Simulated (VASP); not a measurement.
# Rh (P6_3/mmc) in VASP: notebook, part 2 of 2

VASP 6.6.1. Earlier steps stand in the parts before.

### Step 3. Single point, PBEsol (14.10 Å³/atom)

INCAR reads:

```
PREC = Accurate ; ENCUT = 520
EDIFF = 1E-6 ; ISMEAR = 0
SIGMA = 0.15 ; LREAL = False
LASPH = True ; NELM = 100
ALGO = Fast ; ISIF = 2
LWAVE = False ; LCHARG = False
GGA = PS ; NBANDS = 22
```

KPOINTS reads:

```
regular mesh
0
Gamma
  21 21 12
```

POSCAR reads:

```
Rh
1.0
    2.7981970883      0.0000000000      0.0000000000
   -1.3990985441      2.4233097632      0.0000000000
    0.0000000000      0.0000000000      4.1575612338
Rh
2
Direct
    0.6666666667      0.3333333333      0.7500000000
    0.3333333333      0.6666666667      0.2500000000
```

Potentials or basis: VASP PAW PBE potentials, release 64 (Rh_pv).

On the command line:

```console
> cat potpaw_PBE.64/Rh_pv/POTCAR > POTCAR
> mpirun -np 1 vasp_std > vasp.out
```

OUTCAR:

```text
PREC = Accurate
   ENCUT = 520
   EDIFF = 1E-6
   ISMEAR = 0
   LREAL = False
   LASPH = True
   NELM = 100
   ISIF = 2
   GGA = PS

 ion  position               nearest neighbor table
   1  0.667  0.333  0.750-   2 2.63   2 2.63   2 2.63   2 2.63   2 2.63   2 2.63
   2  0.333  0.667  0.250-   1 2.63   1 2.63   1 2.63   1 2.63   1 2.63   1 2.63

  LATTYP: Found a hexagonal cell.
 ALAT       =     2.7981970883
 C/A-ratio  =     1.4858000000

  Lattice vectors:

 A1 = (   2.7981970883,   0.0000000000,   0.0000000000)
 A2 = (  -1.3990985441,   2.4233097632,   0.0000000000)
 A3 = (   0.0000000000,   0.0000000000,   4.1575612338)

Analysis of symmetry for initial positions (statically):
=====================================================================
 Subroutine PRICEL returns:
 Original cell was already a primitive cell.

 Routine SETGRP: Setting up the symmetry group for a
 hexagonal supercell.

 Subroutine GETGRP returns: Found 24 space group operations
 (whereof 12 operations were pure point group operations)
 out of a pool of 24 trial point group operations.

The static configuration has the point symmetry D_3d.
 The point group associated with its full space group is D_6h.

Analysis of symmetry for dynamics (positions and initial velocities):
=====================================================================
 Subroutine PRICEL returns:
 Original cell was already a primitive cell.

 Routine SETGRP: Setting up the symmetry group for a
 hexagonal supercell.

 Subroutine GETGRP returns: Found 24 space group operations
 (whereof 12 operations were pure point group operations)
 out of a pool of 24 trial point group operations.

The dynamic configuration has the point symmetry D_3d.
 The point group associated with its full space group is D_6h.

 Subroutine INISYM returns: Found 24 space group operations
 (whereof 12 operations are pure point group operations),
 and found     1 'primitive' translations

----------------------------------------------------------------------------------------

                                     Primitive cell

  volume of cell :      28.1920

  direct lattice vectors                    reciprocal lattice vectors
     2.798197088  0.000000000  0.000000000     0.357372969  0.206329380  0.000000000
    -1.399098544  2.423309763  0.000000000     0.000000000  0.412658759  0.000000000
     0.000000000  0.000000000  4.157561234     0.000000000  0.000000000  0.240525622

  length of vectors
     2.798197088  2.798197088  4.157561234     0.412658759  0.412658759  0.240525622

  position of ions in fractional coordinates (direct lattice)
     0.666666667  0.333333333  0.750000000
     0.333333333  0.666666667  0.250000000

  ion indices of the primitive-cell ions
   primitive index   ion index
                 1           1
                 2           2

----------------------------------------------------------------------------------------

 KPOINTS: regular mesh

Automatic generation of k-mesh.
 Grid dimensions read from file:
 generate k-points for:   21   21   12

 Generating k-lattice:

  Cartesian coordinates                     Fractional coordinates (reciprocal lattice)
     0.017017760  0.009825209  0.000000000     0.047619048  0.000000000  0.000000000
     0.000000000  0.019650417  0.000000000     0.000000000  0.047619048  0.000000000
     0.000000000  0.000000000  0.020043802     0.000000000  0.000000000  0.083333333

  Length of vectors
     0.019650417  0.019650417  0.020043802

  Shift w.r.t. Gamma in fractional coordinates (k-lattice)
     0.000000000  0.000000000  0.000000000

 Subroutine IBZKPT returns following result:
 ===========================================

 Found    336 irreducible k-points:

 Following reciprocal coordinates:
            Coordinates               Weight
  0.000000  0.000000  0.000000      1.000000
  0.047619 -0.000000  0.000000      6.000000
  0.095238  0.000000  0.000000      6.000000
  0.142857  0.000000  0.000000      6.000000
  0.190476  0.000000  0.000000      6.000000
  0.238095 -0.000000  0.000000      6.000000
[... 16 lines left out ...]
  0.142857  0.095238  0.000000     12.000000
  0.190476  0.095238  0.000000     12.000000
 [... further k-points ...]
   k-points           NKPTS =    336   k-points in BZ     NKDIM =    336   number of bands    NBANDS=     22
   number of dos      NEDOS =    301   number of ions     NIONS =      2
   total plane-waves  NPLWV =  18432
   dimension x,y,z NGX =    24 NGY =   24 NGZ =   32
   dimension x,y,z NGXF=    48 NGYF=   48 NGZF=   64
   ions per type =               2
   NGX,Y,Z   is equivalent  to a cutoff of  14.26, 14.26, 12.80 a.u.
   NGXF,Y,Z  is equivalent  to a cutoff of  28.52, 28.52, 25.59 a.u.
 SYSTEM =  unknown system
   PREC   = accura    normal or accurate (medium, high low for compatibility)
   ISTART =      0    job   : 0-new  1-cont  2-samecut
   ICHARG =      2    charge: 1-file 2-atom 10-const
   ISPIN  =      1    spin polarized calculation?
   LNONCOLLINEAR =      F non collinear calculations
   LSORBIT =      F    spin-orbit coupling
   LASPH  =      T    aspherical Exc in radial PAW
   ENCUT  =  520.0 eV  38.22 Ry    6.18 a.u.   5.20  5.20  7.73*2*pi/ulx,y,z
   NELM   =    100;   NELMIN=  2; NELMDL= -5     # of ELM steps
   EDIFF  = 0.1E-05   stopping-criterion for ELM
   LREAL  =      F    real-space projection
[... 7 lines left out ...]
   TEBEG  =    0.0;   TEEND  =   0.0 temperature during run
   PSTRESS=    0.0 pullay stress
   NELECT =      30.0000    total number of electrons
   NUPDOWN=      -1.0000    fix difference up-down
   EMIN   =  10.00;   EMAX   =-10.00  energy-range for DOS
   EFERMI =   0.00;   METHOD = LEGACY
   ISMEAR =     0;   SIGMA  =   0.15  broadening in eV -4-tet -1-fermi 0-gaus
   EFERMI_NEDOS =   21; number of points for ismear=-14 and -15
   IALGO  =     68    algorithm
   IMIX   =      4    mixing-type and parameters
     AMIX     =   0.40;   BMIX     =  1.00
     AMIX_MAG =   1.60;   BMIX_MAG =  1.00
  volume/ion in A,a.u.               =      14.10        95.12
  Fermi-wavevector in a.u.,A,eV,Ry     =   1.671373  3.158436 38.007691  2.793486
  Thomas-Fermi vector in A             =   2.756707
   LORBIT       =      0    0 simple, 1 ext, 2 COOP (PROOUT), +10 PAW based schemes
   GGA     = PS    functional components
   LHFCALC =     F    Hartree Fock is set to
   AEXX    =    0.0000 exact exchange contribution
   IVDW    =     0    specifies the selected vdW correction
   LEPSILON=     F    determine dielectric tensor
   LRPA    =     F    only Hartree local field effects (RPA)
 non-spin polarized calculation
 RMM-DIIS sequential band-by-band and
 Gauss-broadening in eV      SIGMA  =   0.15
  energy-cutoff  :      520.00
  volume of cell :       28.19
 maximum number of plane-waves:       772
 NGX is ok and might be reduce to    24
   NGX = 11   NGY = 11   NGZ = 15

 number of electron      29.9999996 magnetization

 Free energy of the ion-electron system (eV)
  ---------------------------------------------------
  ext. energy  EPLUGINS =         0.00000000
  ---------------------------------------------------
  free energy    TOTEN  =       -16.08697947 eV

  energy without entropy =      -16.04496401  energy(sigma->0) =      -16.06597174

 E-fermi :  11.4237     XC(G=0): -14.0477

 val. band max:       11.4146037024   @ k =   0.3333   0.3333   0.5000
 cond. band min:      11.4254525221   @ k =   0.2857   0.1429   0.1667
 fundamental gap:      0.0108488197
 Fermi energy:        11.4237421974

 k-point     1 :       0.0000    0.0000    0.0000
  band No.  band energies     occupation
      1     -35.8015      2.00000
      2     -35.1085      2.00000
      3     -35.1085      2.00000
      4     -34.9687      2.00000
      5     -34.9531      2.00000
      6     -34.9531      2.00000
[... 14 lines left out ...]
     21      30.2121      0.00000
     22      30.6313      0.00000

 k-point     2 :       0.0476   -0.0000    0.0000
  band No.  band energies     occupation
      1     -35.7964      2.00000
      2     -35.1166      2.00000
      3     -35.1117      2.00000
      4     -34.9718      2.00000
      5     -34.9619      2.00000
      6     -34.9539      2.00000
[... 14 lines left out ...]
     21      30.2114      0.00000
     22      30.6879      0.00000
[... 523 lines left out ...]
     21      26.7225      0.00000
     22      29.7818      0.00000

 k-point    24 :       0.1905    0.0952    0.0000
  band No.  band energies     occupation
      1     -35.6709      2.00000
      2     -35.2782      2.00000
      3     -35.2189      2.00000
      4     -35.1155      2.00000
      5     -35.0549      2.00000
      6     -34.9877      2.00000
[... 14 lines left out ...]
     21      25.8153      0.00000
     22      28.9117      0.00000

 [... further k-points ...]
[... 5 lines left out ...]
  --------------------------------------------------------------------------------------
  -------------------------------------------------------------------------------------
  Total       -2.5031667     -2.5031667      0.7142006     -0.0000000     -0.0000000      0.0000000
  in kB     -142.2572666   -142.2572666     40.5886775     -0.0000000     -0.0000000      0.0000000
  external PRESSURE =     -81.3086186 kB  Pullay stress =       0.0000000 kB

 VOLUME and BASIS-vectors are now :
 -----------------------------------------------------------------------------
  energy-cutoff  :      520.00
  volume of cell :       28.19
      direct lattice vectors                 reciprocal lattice vectors
     2.798197088  0.000000000  0.000000000     0.357372969  0.206329380  0.000000000
    -1.399098544  2.423309763  0.000000000     0.000000000  0.412658759  0.000000000
     0.000000000  0.000000000  4.157561234     0.000000000  0.000000000  0.240525622

 POSITION                                       TOTAL-FORCE (eV/Angst)
 -----------------------------------------------------------------------------------
      1.39910      0.80777      3.11817        -0.000000      0.000000      0.000000
     -0.00000      1.61554      1.03939         0.000000      0.000000      0.000000
 -----------------------------------------------------------------------------------
    total drift:                                0.000000     -0.000000      0.000000

  FREE ENERGIE OF THE ION-ELECTRON SYSTEM (eV)
  ---------------------------------------------------
  free  energy   TOTEN  =       -16.0869794710 eV

  energy  without entropy=      -16.0449640060  energy(sigma->0) =      -16.06597174
```

Wall time 63 s (1 thread of Intel Xeon 6975P-C (Granite Rapids), shared host); peak memory 0.27 GiB.

What came out:

- Free energy: -16.0870 eV
- Pressure: -8.1 GPa
- Band gap on the k mesh: zero (bands 15 and 16 overlap by 2.03 eV)

Caveat: the stress differs along the axes, from -14 to 4 GPa; the PAW data sets were made with another functional, which shifts forces and pressure a little.

### Step 4. Single point, PBEsol (14.10 Å³/atom)

INCAR reads:

```
SYSTEM = Rh
  PREC = Accurate
  ENCUT = 520
  EDIFF = 1E-7
  ISMEAR = 0
  SIGMA = 0.15
  LREAL = .False.
  LASPH = .True.
  NELM = 80
  ALGO = Fast
  ISIF = 2
  LWAVE = .False.
  LCHARG = .False.
  GGA = PS
  NBANDS = 22
```

KPOINTS reads:

```
regular mesh
0
Gamma
  21 21 12
  0 0 0
```

POSCAR reads:

```
Rh
1.0
    2.7242417906      0.0000000000      0.0000000000
   -1.3621208953      2.3592625967      0.0000000000
    0.0000000000      0.0000000000      4.3863567769
Rh
2
Direct
    0.6666666667      0.3333333333      0.7500000000
    0.3333333333      0.6666666667      0.2500000000
```

On the command line:

```console
> cat potpaw_PBE.64/Rh_pv/POTCAR > POTCAR
> mpirun -np 1 vasp_std > vasp.out
```

Wall time 77 s (1 thread of Intel Xeon 6975P-C (Granite Rapids), shared host); peak memory 0.26 GiB.

The run converged. Its results:

```yaml
Free_energy: -16.1778 eV
Pressure: -10.3 GPa
Band_gap_on_the_k_mesh: zero (bands 15 and 16 overlap by 2.32 eV)
```

Stress tensor (GPa, compression positive):
```
-10.42   0.00   0.00
  0.00 -10.42   0.00
  0.00   0.00 -10.20
```

Levels at points of the mesh, in eV from the Fermi level:
```tsv
k point	band 11	band 12	band 13	band 14	band 15	band 16	band 17	band 18	band 19	band 20
(0.00, 0.00, 0.00)	-2.94	-2.42	-2.42	-1.88	-1.88	0.13	0.13	0.71	8.39	15.79
(0.00, 0.00, 0.50)	-3.05	-3.05	-3.05	-3.05	-0.43	-0.43	-0.43	-0.43	14.73	14.73
```

Caveat: the cell stands under tension; the PAW data sets were made with another functional, which shifts forces and pressure a little.

### Step 5. Single point, PBEsol (14.10 Å³/atom)

INCAR reads:

```
ALGO = Fast ; EDIFF = 1E-6
ENCUT = 520 ; GGA = PS
ISIF = 2 ; ISMEAR = 0
LASPH = T ; LCHARG = F
LREAL = F ; LWAVE = F
NBANDS = 22 ; NELM = 80
PREC = Accurate ; SIGMA = 0.15
```

KPOINTS reads:

```
k-points
0
Gamma
  21 21 12
```

POSCAR reads:

```
Rh
1.0
    2.6522120108      0.0000000000      0.0000000000
   -1.3261060054      2.2968829775      0.0000000000
    0.0000000000      0.0000000000      4.6278447376
Rh
2
Direct
    0.6666666667      0.3333333333      0.7500000000
    0.3333333333      0.6666666667      0.2500000000
```

On the command line:

```console
> cat potpaw_PBE.64/Rh_pv/POTCAR > POTCAR
> mpirun -np 1 vasp_std > vasp.out
```

It took 71 s on 1 thread of Intel Xeon 6975P-C (Granite Rapids), shared host; peak memory 0.27 GiB.

It converged, with:

```yaml
Free_energy: -16.0871 eV
Pressure: -9.0 GPa
Band_gap_on_the_k_mesh: zero (bands 15 and 16 overlap by 2.49 eV)
```

Stress tensor (GPa, compression positive):
```
 -2.40   0.00   0.00
  0.00  -2.40   0.00
  0.00   0.00 -22.14
```

Levels at points of the mesh, in eV from the Fermi level:
| k point | band 12 | band 13 | band 14 | band 15 | band 16 | band 17 | band 18 | band 19 |
| --- | --- | --- | --- | --- | --- | --- | --- | --- |
| (0.00, 0.00, 0.00) | -2.51 | -2.51 | -1.28 | -1.28 | 0.04 | 0.24 | 0.24 | 7.31 |
| (0.00, 0.00, 0.50) | -2.87 | -2.87 | -2.87 | -0.30 | -0.30 | -0.30 | -0.30 | 13.55 |

Caveat: the stress differs along the axes, from -22 to -2 GPa; the PAW data sets were made with another functional, which shifts forces and pressure a little.

### Step 6. The runs side by side

| cell | further INCAR settings | gap on the mesh (eV) | pressure (GPa) |
| --- | --- | --- | --- |
| a = 2.617, b = 2.617, c = 4.754 Å, angles 90.0, 90.0, 120.0°, 2 atoms | ALGO = Fast; EDIFF = 1e-07; NBANDS = 22 | none | -6.6 |
| a = 2.798, b = 2.798, c = 4.158 Å, angles 90.0, 90.0, 120.0°, 2 atoms | ALGO = Fast; EDIFF = 1e-06; NBANDS = 22 | none | -8.1 |
| a = 2.724, b = 2.724, c = 4.386 Å, angles 90.0, 90.0, 120.0°, 2 atoms | ALGO = Fast; EDIFF = 1e-07; NBANDS = 22 | none | -10.3 |
| a = 2.652, b = 2.652, c = 4.628 Å, angles 90.0, 90.0, 120.0°, 2 atoms | ALGO = Fast; EDIFF = 1e-06; NBANDS = 22 | none | -9.0 |

Alike in all rows: task single point; level PBEsol; potentials or basis VASP PAW PBE potentials, release 64 (Rh_pv); no spin polarisation; k mesh 21 × 21 × 12; cutoff (eV) 520; smearing gaussian 0.15 eV.

Caveats: the PAW data sets were made with another functional, which shifts forces and pressure a little; the stress differs along the axes, from -27 to 4 GPa (at least some runs); the stress differs along the axes, from -14 to 4 GPa (at least some runs); the cell stands under tension (at least some runs); the stress differs along the axes, from -22 to -2 GPa (at least some runs).

Absolute energies hang on the potentials; compare differences alone.
